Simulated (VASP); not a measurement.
Write the native input for VASP 6.6.1 that does the following.

* Task: single point
* Functional: PBE
* Potentials or basis: VASP PAW PBE potentials, release 64 (Si, C)
* Cutoff: 600 eV
* k mesh: 9 × 9 × 9
* Occupations: gaussian, width 0.01 eV
* Spin: no spin polarisation
* Dipole correction: no
* Further INCAR settings: ALGO = Normal; EDIFF = 1e-06; NBANDS = 11

The structure of SiC (pbe) lies in POSCAR:

```
SiC
1.0
    0.0264439039      2.1834680565      2.1834680565
    2.1834680565      0.0264439039      2.1834680565
    2.1834680565      2.1834680565      0.0264439039
Si C
1 1
Direct
    0.0006169995      0.0006169995      0.0006169995
    0.2493830005      0.2493830005      0.2493830005
```

The input as run:

INCAR

```
ALGO = Normal ; EDIFF = 1E-6
ENCUT = 600 ; GGA = PE
GGA_COMPAT = F ; ISIF = 2
ISMEAR = 0 ; LASPH = T
LCHARG = F ; LREAL = F
LWAVE = F ; NBANDS = 11
NELM = 120 ; PREC = Accurate
SIGMA = 0.01
```

KPOINTS

```
k-points
0
Gamma
  9 9 9
```

Potentials or basis: VASP PAW PBE potentials, release 64 (Si, C).

The run is started by

```bash
$ cat potpaw_PBE.64/Si/POTCAR potpaw_PBE.64/C/POTCAR > POTCAR
$ mpirun -np 1 vasp_std > vasp.out
```

Results of the run:

| Item | Value |
| --- | --- |
| Pressure | 5.9 GPa |
| Largest force | 0.003 eV/Å |
| Band gap on the k mesh | 1.42 eV, indirect (least direct gap 4.52 eV) |

Run time: 19 s on 1 thread of Intel(R) Xeon(R) Platinum 8488C (Sapphire Rapids), with other jobs on the host, peak memory 0.16 GiB.
